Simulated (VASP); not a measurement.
Set up this calculation in VASP 6.6.1, as the native input.

| Property | Result |
| --- | --- |
| Task | density of states |
| Functional | PBE |
| Potentials or basis | VASP PAW PBE potentials, release 64 (Mg, O) |
| Cutoff | 520 eV |
| k mesh | 10 × 10 × 10 |
| Occupations | gaussian, width 0.02 eV |
| Spin | no spin polarisation |
| Dipole correction | no |
| k mesh for the DOS | 15 × 15 × 15 |
| Occupations for the DOS | tetrahedron |
| Further INCAR settings | ALGO = Normal; EDIFF = 1e-06 |

Crystal: MgO (base).

```xyz
2
Lattice="0.0000 2.0735 2.0735 2.0735 0.0000 2.0735 2.0735 2.0735 0.0000" Properties=species:S:1:pos:R:3 pbc="T T T"
Mg    0.0000    0.0000    0.0000
O     2.0735    2.0735    2.0735
```

The input as run:

POSCAR

```
MgO
1.0
    0.0000000000      2.0735085657      2.0735085657
    2.0735085657      0.0000000000      2.0735085657
    2.0735085657      2.0735085657      0.0000000000
Mg O
1 1
Direct
    0.0000000000      0.0000000000      0.0000000000
    0.5000000000      0.5000000000      0.5000000000
```

INCAR.step1

```
ALGO = Normal
EDIFF = 1E-6
ENCUT = 520
GGA = PE
GGA_COMPAT = F
ISIF = 2
ISMEAR = 0
LASPH = T
LCHARG = T
LORBIT = 11
LREAL = F
LWAVE = F
NBANDS = 11
NEDOS = 2001
NELM = 120
PREC = Accurate
SIGMA = 0.02
```

KPOINTS.step1

```
k-points
0
Gamma
  10 10 10
```

INCAR.step2

```
ALGO = Normal
EDIFF = 1E-6
ENCUT = 520
GGA = PE
GGA_COMPAT = F
ICHARG = 11
ISIF = 2
ISMEAR = -5
LASPH = T
LCHARG = F
LORBIT = 10
LREAL = F
LWAVE = F
NEDOS = 2001
NELM = 120
PREC = Accurate
SIGMA = 0.02
```

KPOINTS.step2

```
k-points
0
Gamma
  15 15 15
```

Potentials or basis: VASP PAW PBE potentials, release 64 (Mg, O).

Run with:

```sh
$ cat potpaw_PBE.64/Mg/POTCAR potpaw_PBE.64/O/POTCAR > POTCAR
$ cp INCAR.step1 INCAR
$ cp KPOINTS.step1 KPOINTS
$ mpirun -np 1 vasp_std > vasp.out
$ cp INCAR.step2 INCAR
$ cp KPOINTS.step2 KPOINTS
$ mpirun -np 1 vasp_std > vasp.out
```

Results of the run:

```yaml
Valence_electrons_inside_the_program's_atomic_spheres: Mg 0.44; O 5.13
```

Run time: 13 s on 1 thread of Intel(R) Xeon(R) Platinum 8259CL CPU @ 2.50GHz (Skylake/Cascade Lake) (shared host), peak memory 0.15 GiB.
